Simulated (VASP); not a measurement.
# GaN (Fm-3m) in VASP: further runs, part 2 of 2

VASP 6.6.1. Earlier steps stand in the parts before.

**4. Relaxation of cell and atoms, PBEsol**

This run uses another cell than the first one, of 9.74 Å³/atom, 1.066 times its volume.

The input, INCAR:

```
SYSTEM = GaN
PREC = Accurate ; ENCUT = 600
EDIFF = 1E-7 ; ISMEAR = 0
SIGMA = 0.01 ; LREAL = .FALSE.
LASPH = .TRUE. ; NELM = 60
ALGO = Normal ; ISIF = 3
LWAVE = .FALSE. ; LCHARG = .FALSE.
GGA = PS ; IBRION = 2
NSW = 80 ; EDIFFG = -0.01
```

The input, KPOINTS:

```
Automatic mesh
0
G
  8 8 8
  0 0 0
```

The input, POSCAR:

```
GaN
1.0
    0.0000000000      2.1352350000      2.1352350000
    2.1352350000      0.0000000000      2.1352350000
    2.1352350000      2.1352350000      0.0000000000
Ga N
1 1
Direct
    0.0000000000      0.0000000000      0.0000000000
    0.5000000000      0.5000000000      0.5000000000
```

Potentials or basis: VASP PAW PBE potentials, release 64 (Ga_d, N).

Launch:

```
cat potpaw_PBE.64/Ga_d/POTCAR potpaw_PBE.64/N/POTCAR > POTCAR
mpirun -np 1 vasp_std > vasp.out
```

OUTCAR:

```text
SYSTEM = GaN
   PREC = Accurate
   ENCUT = 600
   EDIFF = 1E-7
   ISMEAR = 0
   LREAL = .FALSE.
   LASPH = .TRUE.
   NELM = 60
   ISIF = 3
   GGA = PS
   IBRION = 2
   NSW = 80
   EDIFFG = -0.01

 ion  position               nearest neighbor table
   1  0.000  0.000  0.000-   2 2.14   2 2.14   2 2.14   2 2.14   2 2.14   2 2.14
   2  0.500  0.500  0.500-   1 2.14   1 2.14   1 2.14   1 2.14   1 2.14   1 2.14

  LATTYP: Found a face centered cubic cell.
 ALAT       =     4.2704700000

  Lattice vectors:

 A1 = (   0.0000000000,   2.1352350000,   2.1352350000)
 A2 = (   2.1352350000,   0.0000000000,   2.1352350000)
 A3 = (   2.1352350000,   2.1352350000,   0.0000000000)

Analysis of symmetry for initial positions (statically):
=====================================================================
 Subroutine PRICEL returns:
 Original cell was already a primitive cell.

 Routine SETGRP: Setting up the symmetry group for a
 face centered cubic supercell.

 Subroutine GETGRP returns: Found 48 space group operations
 (whereof 48 operations were pure point group operations)
 out of a pool of 48 trial point group operations.

The static configuration has the point symmetry O_h .

Analysis of symmetry for dynamics (positions and initial velocities):
=====================================================================
 Subroutine PRICEL returns:
 Original cell was already a primitive cell.

 Routine SETGRP: Setting up the symmetry group for a
 face centered cubic supercell.

 Subroutine GETGRP returns: Found 48 space group operations
 (whereof 48 operations were pure point group operations)
 out of a pool of 48 trial point group operations.

The dynamic configuration has the point symmetry O_h .

 Subroutine INISYM returns: Found 48 space group operations
 (whereof 48 operations are pure point group operations),
 and found     1 'primitive' translations

----------------------------------------------------------------------------------------

                                     Primitive cell

  volume of cell :      19.4700

  direct lattice vectors                    reciprocal lattice vectors
     0.000000000  2.135235000  2.135235000    -0.234166263  0.234166263  0.234166263
     2.135235000  0.000000000  2.135235000     0.234166263 -0.234166263  0.234166263
     2.135235000  2.135235000  0.000000000     0.234166263  0.234166263 -0.234166263

  length of vectors
     3.019678296  3.019678296  3.019678296     0.405587864  0.405587864  0.405587864

  position of ions in fractional coordinates (direct lattice)
     0.000000000  0.000000000  0.000000000
     0.500000000  0.500000000  0.500000000

  ion indices of the primitive-cell ions
   primitive index   ion index
                 1           1
                 2           2

----------------------------------------------------------------------------------------

 KPOINTS: Automatic mesh

Automatic generation of k-mesh.
 Grid dimensions read from file:
 generate k-points for:    8    8    8

 Generating k-lattice:

  Cartesian coordinates                     Fractional coordinates (reciprocal lattice)
[... 52 lines left out ...]
   ISTART =      0    job   : 0-new  1-cont  2-samecut
   ICHARG =      2    charge: 1-file 2-atom 10-const
   ISPIN  =      1    spin polarized calculation?
   LNONCOLLINEAR =      F non collinear calculations
   LSORBIT =      F    spin-orbit coupling
   LASPH  =      T    aspherical Exc in radial PAW
   ENCUT  =  600.0 eV  44.10 Ry    6.64 a.u.   6.03  6.03  6.03*2*pi/ulx,y,z
   NELM   =     60;   NELMIN=  2; NELMDL= -5     # of ELM steps
   EDIFF  = 0.1E-06   stopping-criterion for ELM
   LREAL  =      F    real-space projection
   EDIFFG = -.1E-01   stopping-criterion for IOM
   NSW    =     80    number of steps for IOM
   IBRION =      2    ionic relax: 0-MD 1-quasi-New 2-CG
   NFREE  =      1    steps in history (QN), initial steepest desc. (CG)
   ISIF   =      3    stress and relaxation
   ISYM   =      2    0-nonsym 1-usesym 2-fastsym
   POTIM  = 0.5000    time-step for ionic-motion
   TEBEG  =    0.0;   TEEND  =   0.0 temperature during run
   PSTRESS=    0.0 pullay stress
   NELECT =      18.0000    total number of electrons
   NUPDOWN=      -1.0000    fix difference up-down
   EMIN   =  10.00;   EMAX   =-10.00  energy-range for DOS
   EFERMI =   0.00;   METHOD = LEGACY
   ISMEAR =     0;   SIGMA  =   0.01  broadening in eV -4-tet -1-fermi 0-gaus
   EFERMI_NEDOS =   21; number of points for ismear=-14 and -15
   IALGO  =     38    algorithm
   IMIX   =      4    mixing-type and parameters
     AMIX     =   0.40;   BMIX     =  1.00
     AMIX_MAG =   1.60;   BMIX_MAG =  1.00
  volume/ion in A,a.u.               =       9.74        65.70
  Fermi-wavevector in a.u.,A,eV,Ry     =   1.594814  3.013761 34.605481  2.543431
  Thomas-Fermi vector in A             =   2.692830
   LORBIT       =      0    0 simple, 1 ext, 2 COOP (PROOUT), +10 PAW based schemes
   GGA     = PS    functional components
   LHFCALC =     F    Hartree Fock is set to
   AEXX    =    0.0000 exact exchange contribution
   IVDW    =     0    specifies the selected vdW correction
   LEPSILON=     F    determine dielectric tensor
   LRPA    =     F    only Hartree local field effects (RPA)
 conjugate gradient relaxation of ions
 non-spin polarized calculation
 Gauss-broadening in eV      SIGMA  =   0.01
  energy-cutoff  :      600.00
  volume of cell :       19.47
 maximum number of plane-waves:       660
   NGX = 13   NGY = 13   NGZ = 13

--------------------------------------- Ionic step        1  -------------------------------------------

 number of electron      18.0000005 magnetization

 Free energy of the ion-electron system (eV)
  ---------------------------------------------------
  ext. energy  EPLUGINS =         0.00000000
  ---------------------------------------------------
  free energy    TOTEN  =       -12.24535478 eV

  energy without entropy =      -12.24535478  energy(sigma->0) =      -12.24535478

------------------------ aborting loop because EDIFF is reached ----------------------------------------

  FORCE on cell =-STRESS in cart. coord.  units (eV):
  Direction    XX          YY          ZZ          XY          YZ          ZX
  --------------------------------------------------------------------------------------
  -------------------------------------------------------------------------------------
  Total       -0.9106873     -0.9106873     -0.9106873     -0.0000000      0.0000000     -0.0000000
  in kB      -74.9398511    -74.9398511    -74.9398511     -0.0000000      0.0000000     -0.0000000
  external PRESSURE =     -74.9398511 kB  Pullay stress =       0.0000000 kB
[... 59 lines left out ...]
--------------------------------------- Ionic step        3  -------------------------------------------

 number of electron      18.0000009 magnetization

 Free energy of the ion-electron system (eV)
  ---------------------------------------------------
  ext. energy  EPLUGINS =         0.00000000
  ---------------------------------------------------
  free energy    TOTEN  =       -12.26146756 eV

  energy without entropy =      -12.26146756  energy(sigma->0) =      -12.26146756

 E-fermi :   7.8924     XC(G=0): -13.3006

 val. band max:        7.8037318891   @ k =  -0.2500   0.1250   0.0000
 cond. band min:       8.3560744661   @ k =   0.5000   0.5000   0.0000
 fundamental gap:      0.5523425770
 Fermi energy:         7.8923593016

 k-point     1 :       0.0000    0.0000    0.0000
  band No.  band energies     occupation
      1      -9.5351      2.00000
      2      -6.1137      2.00000
      3      -6.1137      2.00000
      4      -6.1137      2.00000
      5      -6.0161      2.00000
      6      -6.0161      2.00000
      7       7.2958      2.00000
      8       7.2958      2.00000
      9       7.2958      2.00000
     10      10.0975      0.00000
     11      22.4467      0.00000
     12      22.4467      0.00000
     13      22.4468      0.00000
[... 354 lines left out ...]
  band No.  band energies     occupation
      1      -7.2444      2.00000
      2      -6.2357      2.00000
      3      -6.1469      2.00000
      4      -6.0650      2.00000
      5      -5.8755      2.00000
      6      -4.5786      2.00000
      7       0.2553      2.00000
      8       4.6860      2.00000
      9       6.1896      2.00000
     10      13.6163      0.00000
     11      14.8315      0.00000
     12      18.5550      0.00000
     13      18.5936      0.00000

 [... further k-points ...]

------------------------ aborting loop because EDIFF is reached ----------------------------------------

  FORCE on cell =-STRESS in cart. coord.  units (eV):
  Direction    XX          YY          ZZ          XY          YZ          ZX
  --------------------------------------------------------------------------------------
  -------------------------------------------------------------------------------------
  Total       -0.0037379     -0.0037379     -0.0037379     -0.0000000      0.0000000     -0.0000000
  in kB       -0.3184532     -0.3184532     -0.3184532     -0.0000000      0.0000000     -0.0000000
  external PRESSURE =      -0.3184532 kB  Pullay stress =       0.0000000 kB
[... 17 lines left out ...]
  FREE ENERGIE OF THE ION-ELECTRON SYSTEM (eV)
  ---------------------------------------------------
  free  energy   TOTEN  =       -12.2614675552 eV

  energy  without entropy=      -12.2614675552  energy(sigma->0) =      -12.26146756

 reached required accuracy - stopping structural energy minimisation
```

OSZICAR:

```text
N       E                     dE             d eps       ncg     rms          rms(c)
DAV:   1     0.811380837042E+02    0.81138E+02   -0.10489E+04   842   0.286E+03
DAV:   2    -0.809158692530E+01   -0.89230E+02   -0.83246E+02   849   0.361E+02
DAV:   3    -0.137554399006E+02   -0.56639E+01   -0.56306E+01   849   0.847E+01
[... 25 lines left out ...]
DAV:   4    -0.122615079786E+02    0.26906E-02   -0.69702E-03  1028   0.140E+00    0.518E-02
DAV:   5    -0.122614707798E+02    0.37199E-04   -0.25676E-04   889   0.308E-01    0.193E-02
DAV:   6    -0.122614688636E+02    0.19161E-05   -0.10602E-05   982   0.460E-02    0.126E-02
DAV:   7    -0.122614676026E+02    0.12610E-05   -0.18639E-06   819   0.229E-02    0.626E-04
DAV:   8    -0.122614675552E+02    0.47382E-07   -0.17404E-07   503   0.126E-02
   3 F= -.12261468E+02 E0= -.12261468E+02  d E =-.161128E-01
```

CONTCAR:

```text
GaN
   1.00000000000000
     0.0000000000000000    2.1106712481844125    2.1106712481844125
     2.1106712481844125    0.0000000000000000    2.1106712481844125
     2.1106712481844125    2.1106712481844125   -0.0000000000000000
  Ga              N
     1     1
Direct
     0.0000000000000000    0.0000000000000000    0.0000000000000000
     0.5000000000000000    0.5000000000000000    0.5000000000000000

  0.00000000E+00  0.00000000E+00  0.00000000E+00
  0.00000000E+00  0.00000000E+00  0.00000000E+00
```

It took 32 s on 1 thread of Intel Xeon Platinum 8488C (Sapphire Rapids), shared host; peak memory 0.15 GiB.

What came out:

- Free energy: -12.2615 eV
- Relaxed volume: 9.40 Å³/atom
- Relaxed cell: a = 2.985 Å, b = 2.985 Å, c = 2.985 Å, α = 60.00°, β = 60.00°, γ = 60.00°
- Space group after relaxing (to 0.05 Å): Fm-3m (No. 225)
- Energy gained by relaxing: 8.1 meV/atom
- Ionic steps: 3
- Pressure after relaxing: 0.0 GPa
- Band gap on the k mesh: 0.55 eV, indirect (least direct gap 2.80 eV)

Step by step:
```
step  energy change (eV)  largest force (eV/Å)  pressure (GPa)  volume (Å³)
   1              0.0000                0.0000           -7.49        19.47
   2             -0.0020                0.0000            7.89        18.21
   3             -0.0161                0.0000           -0.03        18.81
```

Final structure:
```
Ga N
1.0
     0.00000    2.11067    2.11067
     2.11067    0.00000    2.11067
     2.11067    2.11067    0.00000
Ga N
1 1
Direct
  0.00000 0.00000 0.00000
  0.50000 0.50000 0.50000
```

Caveat: the PAW data sets were made with another functional, which shifts forces and pressure a little.

**5. Relaxation of cell and atoms, LDA**

This run uses another cell than the first one, of 9.74 Å³/atom, 1.066 times its volume.

The input, INCAR:

```
PREC = Accurate
ENCUT = 600
EDIFF = 1E-7
ISMEAR = 0
SIGMA = 0.01
LREAL = False
LASPH = True
NELM = 100
ALGO = Normal
ISIF = 3
LWAVE = False
LCHARG = False
IBRION = 2
NSW = 80
EDIFFG = -0.01
```

The input, KPOINTS:

```
Automatic mesh
0
Gamma
  8 8 8
```

POSCAR is that of step 4.

Potentials or basis: VASP PAW LDA potentials, release 64 (Ga_d, N).

Launch:

```
cat potpaw_LDA.64/Ga_d/POTCAR potpaw_LDA.64/N/POTCAR > POTCAR
mpirun -np 1 vasp_std > vasp.out
```

It took 47 s on 1 thread of Intel Xeon Platinum 8488C (Sapphire Rapids), shared host; peak memory 0.14 GiB.

Results (log left out):

| Item | Value |
| --- | --- |
| Free energy | -13.0834 eV |
| Relaxed volume | 9.18 Å³/atom |
| Relaxed cell | a = 2.961 Å, b = 2.961 Å, c = 2.961 Å, α = 60.00°, β = 60.00°, γ = 60.00° |
| Space group after relaxing (to 0.05 Å) | Fm-3m (No. 225) |
| Energy gained by relaxing | 23.2 meV/atom |
| Ionic steps | 6 |
| Pressure after relaxing | 0.0 GPa |
| Band gap on the k mesh | 0.60 eV, indirect (least direct gap 3.18 eV) |

Step by step:
```csv
step,energy change (eV),largest force (eV/Å),pressure (GPa),volume (Å³)
1,0.0000,0.0000,-12.75,19.47
2,0.0002,0.0000,15.79,17.37
3,-0.0465,0.0000,-0.18,18.37
4,-0.0465,0.0000,0.21,18.35
5,-0.0465,0.0000,-0.31,18.38
6,-0.0465,0.0000,0.03,18.36
```

Final structure:
```
Ga N
1.0
     0.00000    2.09404    2.09404
     2.09404    0.00000    2.09404
     2.09404    2.09404    0.00000
Ga N
1 1
Direct
  0.00000 0.00000 0.00000
  0.50000 0.50000 0.50000
```

Levels at points of the mesh, in eV from the valence-band top:
```
           k point  band 5  band 6  band 7  band 8  band 9  band 10  band 11  band 12  band 13
(0.00, 0.00, 0.00)  -13.97  -13.97   -0.54   -0.54   -0.54     2.64    14.83    14.83    14.83
(0.50, 0.00, 0.00)  -13.83  -13.83   -8.47   -0.15   -0.15     4.80     9.07     9.07     9.61
(0.50, 0.50, 0.00)  -13.77  -10.79   -7.38   -3.16   -3.16     0.61     7.81    12.06    14.64
```

**6. Single point, LDA**

The input, INCAR:

```
ALGO = Normal ; EDIFF = 1E-6
ENCUT = 910 ; GGA = CA
GGA_COMPAT = F ; ISIF = 2
ISMEAR = 0 ; LASPH = T
LCHARG = F ; LREAL = F
LWAVE = F ; NBANDS = 16
NELM = 120 ; PREC = Accurate
SIGMA = 0.01
```

The input, KPOINTS:

```
k-points
0
Gamma
  8 8 8
```

The input, POSCAR:

```
GaN
1.0
    0.0000000000      2.0903963112      2.0903963112
    2.0903963112      0.0000000000      2.0903963112
    2.0903963112      2.0903963112      0.0000000000
Ga N
1 1
Direct
    0.0000000000      0.0000000000      0.0000000000
    0.5000000000      0.5000000000      0.5000000000
```

Potentials or basis: VASP PAW LDA potentials, release 64 (Ga_d, N_h).

Launch:

```
cat potpaw_LDA.64/Ga_d/POTCAR potpaw_LDA.64/N_h/POTCAR > POTCAR
mpirun -np 1 vasp_std > vasp.out
```

Run time: 11 s. Hardware: 1 thread of Intel Xeon Platinum 8559C (Emerald Rapids), shared host; peak memory 0.16 GiB.

Results (log left out):

```
Free energy            : -13.0832 eV
Pressure               : 1.2 GPa
Band gap on the k mesh : 0.64 eV, indirect (least direct gap 3.25 eV)
```

Levels at points of the mesh, in eV from the valence-band top:
```
           k point  band 5  band 6  band 7  band 8  band 9  band 10  band 11  band 12  band 13  band 14
(0.00, 0.00, 0.00)  -13.97  -13.97   -0.55   -0.55   -0.55     2.71    14.86    14.86    14.86    16.01
(0.50, 0.00, 0.00)  -13.82  -13.82   -8.50   -0.15   -0.15     4.82     9.10     9.10     9.68    16.56
(0.50, 0.50, 0.00)  -13.76  -10.78   -7.42   -3.18   -3.18     0.64     7.81    12.12    14.71    14.71
```

Caveat: the cutoff is under 1.25 times the usual one of these potentials, so pressure, stress and relaxed cells hold a basis-set (Pulay) error. Expect the measured gap to be larger: semilocal functionals such as LDA lack the derivative discontinuity.

**7. The runs side by side**

```tsv
task	level	potentials or basis	cell	cutoff (eV)	second run	gap on the mesh (eV)	pressure (GPa)	relaxed volume (Å³/atom)
single point	LDA	VASP PAW LDA potentials, release 64 (Ga_d, N)	a = 2.956 Å, angles 60.0°, 2 atoms	520	-	0.64	1.5	-
relaxation of cell and atoms	PBEsol+D3(BJ)	VASP PAW PBE potentials, release 64 (Ga_d, N)	relaxed from a = 3.020 Å, angles 60.0°, 2 atoms	600	-	0.68	-0.2	9.22
relaxation of cell and atoms	PBEsol	VASP PAW PBE potentials, release 64 (Ga_d, N)	relaxed from a = 3.020 Å, angles 60.0°, 2 atoms	600	-	0.55	0.0	9.40
relaxation of cell and atoms	LDA	VASP PAW LDA potentials, release 64 (Ga_d, N)	relaxed from a = 3.020 Å, angles 60.0°, 2 atoms	600	-	0.60	0.0	9.18
single point	LDA	VASP PAW LDA potentials, release 64 (Ga_d, N_h)	a = 2.956 Å, angles 60.0°, 2 atoms	910	hard_potentials	0.64	1.2	-
```

Alike in all rows: no spin polarisation; k mesh 8 × 8 × 8; smearing gaussian 0.01 eV.

Caveats: the PAW data sets were made with another functional, which shifts forces and pressure a little (some runs); the cutoff is under 1.25 times the usual one of these potentials, so pressure, stress and relaxed cells hold a basis-set (Pulay) error (some runs).

Total energies depend on the potentials used, so only differences within one code and one set of settings carry meaning.
